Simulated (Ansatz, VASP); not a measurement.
**One calculation of Ge, two programs**

File POSCAR:

```
Ge
1.0
    0.0000000000      2.8289100000      2.8289100000
    2.8289100000      0.0000000000      2.8289100000
    2.8289100000      2.8289100000      0.0000000000
Ge
2
Direct
   -0.1125000000      0.0375000000      0.0375000000
    0.3625000000      0.2125000000      0.2125000000
```

The input INCAR.step1:

```
SYSTEM = Ge
PREC = Accurate
ENCUT = 520
ISMEAR = -1
SIGMA = 0.05
LREAL = .FALSE.
LASPH = .TRUE.
NELM = 100
NBANDS = 21
GGA = PE
ALGO = Normal
EDIFF = 1E-4
LWAVE = .TRUE.
LCHARG = .FALSE.
```

Contents of INCAR.step2:

```
SYSTEM = Ge
PREC = Accurate
ENCUT = 520
EDIFF = 1E-8
ISMEAR = -1
SIGMA = 0.05
LREAL = .FALSE.
LASPH = .TRUE.
NELM = 100
ALGO = Normal
ISIF = 2
LWAVE = .FALSE.
LCHARG = .FALSE.
METAGGA = R2SCAN
LMIXTAU = .TRUE.
LEFG = .TRUE.
NBANDS = 21
ISTART = 1
```

KPOINTS

```
regular mesh
0
G
  9 9 9
  0 0 0
```

Input for Ansatz:

```yaml
crystal:
  lattice:
    - [0.0, 2.82891, 2.82891]
    - [2.82891, 0.0, 2.82891]
    - [2.82891, 2.82891, 0.0]
  atoms:
    - { symbol: Ge, position: [-0.1125, 0.0375, 0.0375] }
    - { symbol: Ge, position: [0.3625, 0.2125, 0.2125] }
kpoints:
  mp_grid: { grid: [9, 9, 9] }
scf:
  occupations: { method: fermi_dirac, width: 0.05 }
hamiltonian:
  xc: r2scan
  pseudopotentials: { kind: paw }
output:
  forces: true
  stress: true
  eigenvalues: true
  efg: { contact_densities: true }
  populations: true
```

Change from the starting cell: shortest bond scaled by 0.7, PAW files.

Alike in both runs: task electric field gradients; functional r2SCAN; k mesh 9 × 9 × 9; occupations fermi-dirac, width 0.05 eV; no spin polarisation.

|  | VASP | Ansatz |
| --- | --- | --- |
| version | VASP 6.6.1 | Ansatz 0.2.0 |
| potentials or method | VASP PAW PBE potentials, release 64 (Ge_d) | PAW with Ansatz's default frozen-core files, scalar-relativistic |
| plane-wave cutoff (eV) | 520 | 500 |
| valence electrons in the cell | 28 | 28 |

Ansatz gave:

```
pressure (GPa)                                                : 42.1
traceless stress, the component that is largest in VASP (GPa) : -47.58
rms of the force components (eV/Å)                            : 14.973
size of Vzz on the site where it differs most (V/Å²)          : 131.0
```

Problem. Estimate VASP's values.

Solution. Pressure (GPa): 47.3; traceless stress, the component that is largest in VASP (GPa): -52.90; rms of the force components (eV/Å): 16.479; size of Vzz on the site where it differs most (V/Å²): 178.9.

VASP's potentials were made for PBE, not for r2SCAN. Atom by atom the forces differ by 1.506 eV/Å (rms over components). The pressures are high and differ by over a tenth, so treat them with care.
